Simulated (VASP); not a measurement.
# CoSi (Pm-3m) in VASP: a series of runs

The runs below take CoSi through single point, with r2SCAN0, r2SCANh.

Program: VASP 6.6.1. These are calculated values, not measurements. Logs are shortened: lines on timing, memory, paths and dates and some standing lists are left out, and cuts for length are marked.

### 1 The cell of the first run

It takes space group Pm-3m (No. 221, cubic). The conventional cell has a = 2.781 Å, b = 2.781 Å, c = 2.781 Å, α = 90.00°, β = 90.00°, γ = 90.00°. Within 3.2 Å of Co (site symmetry m-3m) lie 8 Si at 2.41 Å and 6 Co at 2.78 Å. Within 3.2 Å of Si (site symmetry m-3m) lie 8 Co at 2.41 Å and 6 Si at 2.78 Å.

### 2 Single point, r2SCAN0, collinear spin, ferromagnetic start

Contents of POSCAR:

```
CoSi
1.0
    2.7813340000      0.0000000000      0.0000000000
    0.0000000000      2.7813340000      0.0000000000
    0.0000000000      0.0000000000      2.7813340000
Co Si
1 1
Direct
    0.0000000000      0.0000000000      0.0000000000
    0.5000000000      0.5000000000      0.5000000000
```

Contents of INCAR.step1:

```
PREC     = Accurate       # precision mode
ENCUT    = 520            # plane-wave cutoff, eV
EDIFF    = 1E-5           # SCF threshold, eV
ISMEAR   = -1             # smearing method
SIGMA    = 0.05           # smearing width, eV
LREAL    = False          # projectors in reciprocal space
LASPH    = True           # aspherical terms in the spheres
NELM     = 150            # most SCF steps
ALGO     = Normal         # electronic algorithm
ISIF     = 2              # what is computed and relaxed
LWAVE    = True           # write WAVECAR
LCHARG   = False          # write CHGCAR
ISPIN    = 2              # spin polarisation
MAGMOM   = 2 0            # initial moments
LORBIT   = 11             # projections on sites
LMAXMIX  = 4              # l up to which the mixer works
NBANDS   = 18             # bands
GGA      = PE             # functional
```

Contents of INCAR.step2:

```
PREC     = Accurate       # precision mode
ENCUT    = 520            # plane-wave cutoff, eV
EDIFF    = 1E-6           # SCF threshold, eV
ISMEAR   = -1             # smearing method
SIGMA    = 0.05           # smearing width, eV
LREAL    = False          # projectors in reciprocal space
LASPH    = True           # aspherical terms in the spheres
NELM     = 150            # most SCF steps
ALGO     = Normal         # electronic algorithm
ISIF     = 2              # what is computed and relaxed
LWAVE    = False          # write WAVECAR
LCHARG   = False          # write CHGCAR
ISPIN    = 2              # spin polarisation
MAGMOM   = 2 0            # initial moments
LORBIT   = 11             # projections on sites
LMAXMIX  = 4              # l up to which the mixer works
METAGGA  = R2SCAN         # meta-GGA
LHFCALC  = True           # exact exchange
AEXX     = 0.25           # exact-exchange fraction
LMIXTAU  = True         
PRECFOCK = Normal       
NBANDS   = 18             # bands
ISTART   = 1
```

Contents of KPOINTS:

```
regular mesh
0
Gamma
  5 5 5
```

Potentials or basis: VASP PAW PBE potentials, release 64 (Co, Si).

Run with:

```console
$ cat potpaw_PBE.64/Co/POTCAR potpaw_PBE.64/Si/POTCAR > POTCAR
$ cp INCAR.step1 INCAR
$ mpirun -np 1 vasp_std > vasp.out
$ cp INCAR.step2 INCAR
$ mpirun -np 1 vasp_std > vasp.out
```

OUTCAR:

```text
PREC = Accurate
   ENCUT = 520
   EDIFF = 1E-6
   ISMEAR = -1
   LREAL = False
   LASPH = True
   NELM = 150
   ISIF = 2
   ISPIN = 2
   LORBIT = 11
   METAGGA = R2SCAN
   LHFCALC = True
   AEXX = 0.25
   PRECFOCK = Normal
   ISTART = 1

 ion  position               nearest neighbor table
   1  0.000  0.000  0.000-   2 2.41   2 2.41   2 2.41   2 2.41   2 2.41   2 2.41   2 2.41   2 2.41

   2  0.500  0.500  0.500-   1 2.41   1 2.41   1 2.41   1 2.41   1 2.41   1 2.41   1 2.41   1 2.41

  LATTYP: Found a simple cubic cell.
 ALAT       =     2.7813340000

  Lattice vectors:

 A1 = (   2.7813340000,   0.0000000000,   0.0000000000)
 A2 = (   0.0000000000,   2.7813340000,   0.0000000000)
 A3 = (   0.0000000000,   0.0000000000,   2.7813340000)

Analysis of symmetry for initial positions (statically):
=====================================================================
 Subroutine PRICEL returns:
 Original cell was already a primitive cell.

 Routine SETGRP: Setting up the symmetry group for a
 simple cubic supercell.

 Subroutine GETGRP returns: Found 48 space group operations
 (whereof 48 operations were pure point group operations)
 out of a pool of 48 trial point group operations.

The static configuration has the point symmetry O_h .

Analysis of symmetry for dynamics (positions and initial velocities):
=====================================================================
 Subroutine PRICEL returns:
 Original cell was already a primitive cell.

 Routine SETGRP: Setting up the symmetry group for a
 simple cubic supercell.

 Subroutine GETGRP returns: Found 48 space group operations
 (whereof 48 operations were pure point group operations)
 out of a pool of 48 trial point group operations.

The dynamic configuration has the point symmetry O_h .

Analysis of structural, dynamic, and magnetic symmetry:
=====================================================================
 Subroutine PRICEL returns:
 Original cell was already a primitive cell.

 Routine SETGRP: Setting up the symmetry group for a
 simple cubic supercell.

 Subroutine GETGRP returns: Found 48 space group operations
 (whereof 48 operations were pure point group operations)
 out of a pool of 48 trial point group operations.

The overall configuration has the point symmetry O_h .

 Subroutine INISYM returns: Found 48 space group operations
 (whereof 48 operations are pure point group operations),
 and found     1 'primitive' translations

----------------------------------------------------------------------------------------

                                     Primitive cell

  volume of cell :      21.5159

  direct lattice vectors                    reciprocal lattice vectors
     2.781334000  0.000000000  0.000000000     0.359539703  0.000000000  0.000000000
     0.000000000  2.781334000  0.000000000     0.000000000  0.359539703  0.000000000
     0.000000000  0.000000000  2.781334000     0.000000000  0.000000000  0.359539703

  length of vectors
     2.781334000  2.781334000  2.781334000     0.359539703  0.359539703  0.359539703

  position of ions in fractional coordinates (direct lattice)
     0.000000000  0.000000000  0.000000000
     0.500000000  0.500000000  0.500000000

  ion indices of the primitive-cell ions
   primitive index   ion index
                 1           1
                 2           2

----------------------------------------------------------------------------------------

 KPOINTS: regular mesh

Automatic generation of k-mesh.
 Grid dimensions read from file:
 generate k-points for:    5    5    5

 Generating k-lattice:

  Cartesian coordinates                     Fractional coordinates (reciprocal lattice)
     0.071907941  0.000000000  0.000000000     0.200000000  0.000000000  0.000000000
     0.000000000  0.071907941  0.000000000     0.000000000  0.200000000  0.000000000
     0.000000000  0.000000000  0.071907941     0.000000000  0.000000000  0.200000000

  Length of vectors
     0.071907941  0.071907941  0.071907941

  Shift w.r.t. Gamma in fractional coordinates (k-lattice)
     0.000000000  0.000000000  0.000000000

 Subroutine IBZKPT returns following result:
 ===========================================

 Found     10 irreducible k-points:

 Following reciprocal coordinates:
            Coordinates               Weight
  0.000000  0.000000  0.000000      1.000000
  0.200000  0.000000  0.000000      6.000000
  0.400000  0.000000  0.000000      6.000000
  0.200000  0.200000  0.000000     12.000000
  0.400000  0.200000  0.000000     24.000000
  0.400000  0.400000  0.000000     12.000000
  0.200000  0.200000  0.200000      8.000000
  0.400000  0.200000  0.200000     24.000000
  0.400000  0.400000  0.200000     24.000000
  0.400000  0.400000  0.400000      8.000000
   k-points           NKPTS =     10   k-points in BZ     NKDIM =    125   number of bands    NBANDS=     18
   number of dos      NEDOS =    301   number of ions     NIONS =      2
   total plane-waves  NPLWV =  13824
   dimension x,y,z NGX =    24 NGY =   24 NGZ =   24
   dimension x,y,z NGXF=    48 NGYF=   48 NGZF=   48
   ions per type =               1   1
   NGX,Y,Z   is equivalent  to a cutoff of  14.35, 14.35, 14.35 a.u.
   NGXF,Y,Z  is equivalent  to a cutoff of  28.69, 28.69, 28.69 a.u.
 SYSTEM =  unknown system
   PREC   = accura    normal or accurate (medium, high low for compatibility)
   ISTART =      1    job   : 0-new  1-cont  2-samecut
   ICHARG =      0    charge: 1-file 2-atom 10-const
   ISPIN  =      2    spin polarized calculation?
   LNONCOLLINEAR =      F non collinear calculations
   LSORBIT =      F    spin-orbit coupling
   LASPH  =      T    aspherical Exc in radial PAW
   ENCUT  =  520.0 eV  38.22 Ry    6.18 a.u.   5.17  5.17  5.17*2*pi/ulx,y,z
   NELM   =    150;   NELMIN=  2; NELMDL=  0     # of ELM steps
   EDIFF  = 0.1E-05   stopping-criterion for ELM
   LREAL  =      F    real-space projection
   EDIFFG = 0.1E-04   stopping-criterion for IOM
   NSW    =      0    number of steps for IOM
   IBRION =     -1    ionic relax: 0-MD 1-quasi-New 2-CG
   NFREE  =      0    steps in history (QN), initial steepest desc. (CG)
   ISIF   =      2    stress and relaxation
   ISYM   =      3    0-nonsym 1-usesym 2-fastsym
   POTIM  = 0.5000    time-step for ionic-motion
   TEBEG  =    0.0;   TEEND  =   0.0 temperature during run
   PSTRESS=    0.0 pullay stress
   NELECT =      13.0000    total number of electrons
   NUPDOWN=      -1.0000    fix difference up-down
   EMIN   =  10.00;   EMAX   =-10.00  energy-range for DOS
   EFERMI =   0.00;   METHOD = LEGACY
   ISMEAR =    -1;   SIGMA  =   0.05  broadening in eV -4-tet -1-fermi 0-gaus
   EFERMI_NEDOS =   21; number of points for ismear=-14 and -15
   IALGO  =     38    algorithm
   IMIX   =      1    mixing-type and parameters
     AMIX     =   0.40;   BMIX     =  1.00
     AMIX_MAG =   1.60;   BMIX_MAG =  1.00
  volume/ion in A,a.u.               =      10.76        72.60
  Fermi-wavevector in a.u.,A,eV,Ry     =   1.384000  2.615381 26.061367  1.915456
  Thomas-Fermi vector in A             =   2.508545
   LORBIT       =     11    0 simple, 1 ext, 2 COOP (PROOUT), +10 PAW based schemes
   METAGGA = R2SCAN    functional components
   LHFCALC =     T    Hartree Fock is set to
   PRECFOCK=normal    Normal, Fast or Accurate (Low or Medium for compatibility)
   ENCUT4O =  -1.0   cutoff for four orbital integrals eV
   NKREDX  =     1    reduce k-point grid by
   NKREDY  =     1    reduce k-point grid by
   NKREDZ  =     1    reduce k-point grid by
   AEXX    =    0.2500 exact exchange contribution
   HFSCREEN=    0.0000 screening length (either q_TF or 0.3 A-1)
   HFSCREENC=   0.0000 screening length for correlation (either q_TF or 0.3 A-1)
   ENCUTFOCK=  -1.0 apply spherical cutoff to Coloumb kernel
   IVDW    =     0    specifies the selected vdW correction
   LEPSILON=     F    determine dielectric tensor
   LRPA    =     F    only Hartree local field effects (RPA)
 spin polarized calculation
  energy-cutoff  :      520.00
  volume of cell :       21.52
 maximum number of plane-waves:       588
 NGX is ok and might be reduce to    24
  NGX = 16; NGY = 16; NGZ = 16

 number of electron      13.0000002 magnetization       0.8717654

 Free energy of the ion-electron system (eV)
  ---------------------------------------------------
  ext. energy  EPLUGINS =         0.00000000
  ---------------------------------------------------
  free energy    TOTEN  =       -24.86390590 eV

  energy without entropy =      -24.86196584  energy(sigma->0) =      -24.86293587

 E-fermi :  13.8286     XC(G=0): -10.8242

 val. band max:       12.4792003695   @ k =   0.4000   0.4000   0.4000
 cond. band min:      14.0076275204   @ k =   0.4000   0.4000   0.2000
 fundamental gap:      1.5284271509
 Fermi energy:        13.8286036640

 spin component 1

 k-point     1 :       0.0000    0.0000    0.0000
  band No.  band energies     occupation
      1      -4.0224      1.00000
      2       5.5293      1.00000
      3       5.5294      1.00000
      4       8.9424      1.00000
      5       8.9424      1.00000
      6       8.9424      1.00000
[... 186 lines left out ...]
      4       7.9580      1.00000
      5       7.9580      1.00000
      6      10.4991      1.00000
[... 10 lines left out ...]
     17      44.2602      0.00000
     18      44.4467      0.00000
 Fermi energy:        13.8286036640

 spin component 2

 k-point     1 :       0.0000    0.0000    0.0000
  band No.  band energies     occupation
      1      -4.3535      1.00000
      2       8.9715      1.00000
      3       8.9716      1.00000
      4       9.8390      1.00000
      5       9.8390      1.00000
      6       9.8390      1.00000
[... 187 lines left out ...]
      5      11.8682      1.00000
      6      11.8682      1.00000
[... 10 lines left out ...]
     17      44.2234      0.00000
     18      44.5608      0.00000

------------------------ aborting loop because EDIFF is reached ----------------------------------------

  FORCE on cell =-STRESS in cart. coord.  units (eV):
  Direction    XX          YY          ZZ          XY          YZ          ZX
  --------------------------------------------------------------------------------------
  -------------------------------------------------------------------------------------
  Total       -0.9199279     -0.9199279     -0.9199279     -0.0000000     -0.0000000     -0.0000000
  in kB      -68.5022674    -68.5022674    -68.5022674     -0.0000000     -0.0000000     -0.0000000
  external PRESSURE =     -68.5022674 kB  Pullay stress =       0.0000000 kB

 VOLUME and BASIS-vectors are now :
 -----------------------------------------------------------------------------
  energy-cutoff  :      520.00
  volume of cell :       21.52
      direct lattice vectors                 reciprocal lattice vectors
     2.781334000  0.000000000  0.000000000     0.359539703  0.000000000  0.000000000
     0.000000000  2.781334000  0.000000000     0.000000000  0.359539703  0.000000000
     0.000000000  0.000000000  2.781334000     0.000000000  0.000000000  0.359539703

 POSITION                                       TOTAL-FORCE (eV/Angst)
 -----------------------------------------------------------------------------------
      0.00000      0.00000      0.00000         0.000000      0.000000      0.000000
      1.39067      1.39067      1.39067         0.000000      0.000000      0.000000
 -----------------------------------------------------------------------------------
    total drift:                                0.000001      0.000000     -0.000000

  FREE ENERGIE OF THE ION-ELECTRON SYSTEM (eV)
  ---------------------------------------------------
  free  energy   TOTEN  =       -24.8639058953 eV

  energy  without entropy=      -24.8619658394  energy(sigma->0) =      -24.86293587

 total charge

# of ion       s       p       d       tot
------------------------------------------
    1        0.442   0.657   7.553   8.653
    2        0.731   0.860   0.000   1.591
--------------------------------------------------
tot          1.173   1.517   7.553  10.243

 magnetization (x)

# of ion       s       p       d       tot
------------------------------------------
    1       -0.012  -0.056   1.106   1.038
    2        0.004   0.015   0.000   0.019
--------------------------------------------------
tot         -0.008  -0.040   1.106   1.058
```

Run time: 23 min. Hardware: 1 thread of Oxide Virtual Turin-like, shared host; peak memory 0.13 GiB.

Results:

- Free energy: -24.8639 eV
- Pressure: -6.9 GPa
- Net moment: 0.87 μB per cell
- Site moments: Co +1.04; Si +0.02 μB
- Valence electrons inside the program's atomic spheres: Co 8.65; Si 1.59

Caveat: the k points lie up to 0.45 Å⁻¹ apart; the PAW data sets were made with another functional, which shifts forces and pressure a little.

### 3 Single point, r2SCANh, collinear spin, ferromagnetic start

POSCAR is that of step 2.

Contents of INCAR.step1:

```
SYSTEM = CoSi
PREC = Accurate
ENCUT = 520
EDIFF = 1E-5
ISMEAR = -1
SIGMA = 0.05
LREAL = .False.
LASPH = .True.
NELM = 150
ALGO = Normal
ISIF = 2
LWAVE = .True.
LCHARG = .False.
ISPIN = 2
MAGMOM = 2 0
LORBIT = 11
LMAXMIX = 4
GGA = PE
NBANDS = 18
```

Contents of INCAR.step2:

```
SYSTEM = CoSi
PREC = Accurate
ENCUT = 520
EDIFF = 1E-6
ISMEAR = -1
SIGMA = 0.05
LREAL = .False.
LASPH = .True.
NELM = 150
ALGO = Normal
ISIF = 2
LWAVE = .False.
LCHARG = .False.
ISPIN = 2
MAGMOM = 2 0
LORBIT = 11
LMAXMIX = 4
METAGGA = R2SCAN
LHFCALC = .True.
AEXX = 0.1
LMIXTAU = .True.
PRECFOCK = Normal
ISTART = 1
NBANDS = 18
```

Contents of KPOINTS:

```
Automatic mesh
0
Gamma
  5 5 5
  0 0 0
```

Potentials or basis: VASP PAW PBE potentials, release 64 (Co, Si).

Run with:

```console
$ cat potpaw_PBE.64/Co/POTCAR potpaw_PBE.64/Si/POTCAR > POTCAR
$ cp INCAR.step1 INCAR
$ mpirun -np 1 vasp_std > vasp.out
$ cp INCAR.step2 INCAR
$ mpirun -np 1 vasp_std > vasp.out
```

Wall time 39 min (1 thread of Oxide Virtual Turin-like, shared host); peak memory 0.14 GiB.

It converged, with:

```
Free energy                                           : -23.4975 eV
Pressure                                              : -4.1 GPa
Net moment                                            : 0.87 μB per cell
Site moments                                          : Co +0.96; Si +0.03 μB
Valence electrons inside the program's atomic spheres : Co 8.63; Si 1.59
```

Levels at points of the mesh, in eV from the Fermi level:
Spin up:
```
           k point  band 5  band 6  band 7  band 8  band 9  band 10
(0.00, 0.00, 0.00)   -3.68   -3.68    2.57    2.57    2.57     6.80
```
Spin down:
| k point | band 3 | band 4 | band 5 | band 6 | band 7 | band 8 | band 9 | band 10 |
| --- | --- | --- | --- | --- | --- | --- | --- | --- |
| (0.00, 0.00, 0.00) | -4.55 | -2.97 | -2.97 | -2.97 | 2.60 | 2.60 | 2.60 | 7.89 |

Caveat: the k points lie up to 0.45 Å⁻¹ apart; the PAW data sets were made with another functional, which shifts forces and pressure a little.
